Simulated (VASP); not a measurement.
Wanted: the native input for a VASP 6.6.1 run.

```
Task                   : single point
Functional             : PBEsol
Potentials or basis    : VASP PAW PBE potentials, release 64 (Sb)
Cutoff                 : 520 eV
k mesh                 : 11 × 11 × 1
Occupations            : fermi-dirac, width 0.1 eV
Spin                   : no spin polarisation
Dipole correction      : yes
Further INCAR settings : ALGO = Normal; EDIFF = 1e-06; NBANDS = 14
```

The structure of Sb lies in POSCAR:

```
Sb
1.0
    3.3338465302      0.0000000000      0.0000000000
   -1.6669232651      2.8871957875      0.0000000000
    0.0000000000      0.0000000000     21.4441000000
Sb
3
Direct
    0.1666666667      0.3333333333      0.3772379733
    0.5000000000      1.0000000000      0.5000000002
    0.8333333333      0.6666666667      0.6227620261
```

The input as run:

INCAR

```
PREC     = Accurate       # precision mode
ENCUT    = 520            # plane-wave cutoff, eV
EDIFF    = 1E-6           # SCF threshold, eV
ISMEAR   = -1             # smearing method
SIGMA    = 0.1            # smearing width, eV
LREAL    = F              # projectors in reciprocal space
LASPH    = T              # aspherical terms in the spheres
NELM     = 80             # most SCF steps
ALGO     = Normal         # electronic algorithm
ISIF     = 2              # what is computed and relaxed
LWAVE    = F              # write WAVECAR
LCHARG   = F              # write CHGCAR
LDIPOL   = T            
IDIPOL   = 3            
DIPOL    = 0.5 0.5 0.500
GGA      = PS             # functional
NBANDS   = 14             # bands
```

KPOINTS

```
Automatic mesh
0
Gamma
  11 11 1
```

Potentials or basis: VASP PAW PBE potentials, release 64 (Sb).

Command:

```console
$ cat potpaw_PBE.64/Sb/POTCAR > POTCAR
$ mpirun -np 1 vasp_std > vasp.out
```

It gave:

The largest force is 0.009 eV/Å.

Caveat: the PAW data sets were made with another functional, which shifts forces and pressure a little.

Run time: 38 s on 1 thread of Intel(R) Xeon(R) 6975P-C (Granite Rapids), with other jobs on the host, peak memory 0.34 GiB.
